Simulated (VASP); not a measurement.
Wanted: the native input for a VASP 6.6.1 run.

| Property | Result |
| --- | --- |
| Task | G0W0 quasiparticle levels |
| Functional | PBEsol |
| Potentials or basis | VASP PAW PBE potentials, release 64 (Al_GW, P_GW) |
| Cutoff | 500 eV |
| k mesh | 4 × 4 × 4 |
| Occupations | gaussian, width 0.01 eV |
| Spin | no spin polarisation |
| Dipole correction | no |
| GW scheme | G0W0 |
| GW iterations | 1 |
| Cutoff of the response function | 180 |
| Frequency points | 96 |
| Empty bands | 222 |
| Further INCAR settings | ALGO = EVGW0; EDIFF = 1e-08; NBANDS = 226 |

Crystal: AlP.

```
Al P
1.0
     0.00000    2.70781    2.76315
     2.70781    0.00000    2.76315
     2.70781    2.70781    0.00000
Al P
1 1
Direct
  0.00000 0.00000 0.00000
  0.25000 0.25000 0.25000
```

The input as run:

POSCAR

```
AlP
1.0
    0.0000000000      2.7078050199      2.7631478633
    2.7078050199      0.0000000000      2.7631478633
    2.7078050199      2.7078050199      0.0000000000
Al P
1 1
Direct
    0.0000000000      0.0000000000      0.0000000000
    0.2500000000      0.2500000000      0.2500000000
```

INCAR.step1

```
SYSTEM = AlP
  PREC = Accurate
  ENCUT = 500
  EDIFF = 1E-8
  ISMEAR = 0
  SIGMA = 0.01
  LREAL = .False.
  LASPH = .True.
  NELM = 100
  ALGO = Normal
  LWAVE = .True.
  LCHARG = .False.
  GGA = PS
```

INCAR.step2

```
SYSTEM = AlP
  PREC = Accurate
  ENCUT = 500
  EDIFF = 1E-8
  ISMEAR = 0
  SIGMA = 0.01
  LREAL = .False.
  LASPH = .True.
  NELM = 1
  ALGO = Exact
  LWAVE = .True.
  LCHARG = .False.
  GGA = PS
  NBANDS = 226
  LOPTICS = .True.
  ISTART = 1
```

INCAR.step3

```
SYSTEM = AlP
  PREC = Accurate
  ENCUT = 500
  EDIFF = 1E-8
  ISMEAR = 0
  SIGMA = 0.01
  LREAL = .False.
  LASPH = .True.
  ALGO = EVGW0
  LWAVE = .False.
  LCHARG = .False.
  GGA = PS
  NELMGW = 1
  NBANDS = 226
  ENCUTGW = 180.0
  NOMEGA = 96
  PRECFOCK = Fast
  ISTART = 1
  NBANDSGW = 12
  OMEGAMAX = 20
```

KPOINTS

```
regular mesh
0
Gamma
  4 4 4
  0 0 0
```

Potentials or basis: VASP PAW PBE potentials, release 64 (Al_GW, P_GW).

Command:

```bash
$ cat potpaw_PBE.64/Al_GW/POTCAR potpaw_PBE.64/P_GW/POTCAR > POTCAR
$ cp INCAR.step1 INCAR
$ mpirun -np 1 vasp_std > vasp.out
$ cp INCAR.step2 INCAR
$ mpirun -np 1 vasp_std > vasp.out
$ cp INCAR.step3 INCAR
$ mpirun -np 1 vasp_std > vasp.out
```

It gave:

```yaml
Quasiparticle_gap: 2.22 eV
Least_direct_quasiparticle_gap: 4.20 eV
Band_gap_of_the_starting_levels_on_the_mesh: 1.33 eV
Least_direct_gap_of_the_starting_levels_on_the_mesh: 3.19 eV
```

Caveat: the k points lie up to 0.50 Å⁻¹ apart; bands, screening cutoff and mesh are small and nothing is extrapolated, so the quasiparticle values aren't converged.

It took 2.3 min on 1 thread of Intel(R) Xeon(R) 6975P-C (Granite Rapids), on a shared host, peak memory 0.58 GiB.
